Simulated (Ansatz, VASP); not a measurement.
## MoS2: VASP beside Ansatz

INCAR

```
SYSTEM = MoS2
PREC = Accurate ; ENCUT = 520
EDIFF = 1E-8 ; ISMEAR = -1
SIGMA = 0.05 ; LREAL = .False.
LASPH = .True. ; NELM = 100
ALGO = Normal ; ISIF = 2
LWAVE = .False. ; LCHARG = .False.
GGA = PS ; LEFG = .True.
NBANDS = 20
```

File KPOINTS:

```
Automatic mesh
0
Gamma
  13 13 13
  0 0 0
```

The input POSCAR:

```
MoS2
1.0
    1.5815003568      0.9130796567      6.0620967000
   -1.5815003568      0.9130796567      6.0620967000
    0.0000000000     -1.8261593134      6.0620967000
Mo S
1 2
Direct
    0.0000000000      0.0000000000      0.0000000000
    0.7484000000      0.7484000000      0.7484000000
    0.5849000000      0.5849000000      0.5849000000
```

Input for Ansatz:

```yaml
crystal:
  lattice:
    - [1.5815003568, 0.9130796567, 6.0620967]
    - [-1.5815003568, 0.9130796567, 6.0620967]
    - [0.0, -1.8261593134, 6.0620967]
  atoms:
    - { symbol: Mo, position: [0.0, 0.0, 0.0] }
    - { symbol: S, position: [0.7484, 0.7484, 0.7484] }
    - { symbol: S, position: [0.5849, 0.5849, 0.5849] }
kpoints:
  mp_grid: { grid: [13, 13, 13] }
scf:
  occupations: { method: fermi_dirac, width: 0.05 }
hamiltonian:
  xc: pbesol
  pseudopotentials: { kind: all_electron, datasets: crystal }
output:
  forces: true
  stress: true
  eigenvalues: true
  efg: { contact_densities: true }
```

Change from the starting cell: zz strain of -1 %, crystal datasets.

Alike in both runs: task electric field gradients; functional PBEsol; k mesh 13 × 13 × 13; occupations fermi-dirac, width 0.05 eV; no spin polarisation.

|  | VASP | Ansatz |
| --- | --- | --- |
| version | VASP 6.6.1 | Ansatz 0.2.0 |
| potentials or method | VASP PAW PBE potentials, release 64 (Mo_sv, S), cutoff 520 eV | all-electron PAW with datasets made for the crystal, scalar-relativistic |

```csv
,VASP,Ansatz,Ansatz less VASP
pressure (GPa),6.0,6.1,+0.05
"traceless stress, the component that is largest in VASP (GPa)",6.38,6.40,+0.015
rms of the force components (eV/Å),0.631,0.632,+0.0015
size of Vzz on the site where it differs most (V/Å²),97.6,95.4,-2.22
```

VASP's potentials were made for PBE, not for PBEsol. Atom by atom the forces differ by 0.002 eV/Å (rms over components). Ansatz ran all-electron here, and VASP with PAW potentials.
